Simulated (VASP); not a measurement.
Crystal: MnCoGe.

```
Ge Co Mn
1.0
     4.09114    0.00000    0.00000
    -2.04557    3.54303    0.00000
     0.00000    0.00000    5.14388
Ge Co Mn
2 2 2
Direct
  0.33333 0.66667 0.25000
  0.66667 0.33333 0.75000
  0.66667 0.33333 0.25000
  0.33333 0.66667 0.75000
  0.00000 0.00000 0.50000
  0.00000 0.00000 0.00000
```

Base run:

```yaml
Program: VASP 6.6.1
Functional: PBEsol
Potentials_or_basis: VASP PAW PBE potentials, release 64 (Ge_d, Co, Mn_pv)
Cutoff: 520 eV
k_mesh: 8 × 8 × 5
Occupations: fermi-dirac, width 0.05 eV
Spin: no spin polarisation
```

Its results: pressure -17.6 GPa.

Task: The run is repeated on the same cell with these changes: spin from no spin polarisation to collinear spin, ferromagnetic start; further incar settings from ALGO = Fast; EDIFF = 1e-06; NBANDS = 45 to ALGO = Normal; EDIFF = 1e-06; NBANDS = 49. What comes out?

Result: Pressure -9.4 GPa; net moment 6.16 μB per cell; site moments Ge -0.09; Co +0.42; Mn +2.69 μB.

Caveats: the cell stands under tension; the PAW data sets were made with another functional, which shifts forces and pressure a little.
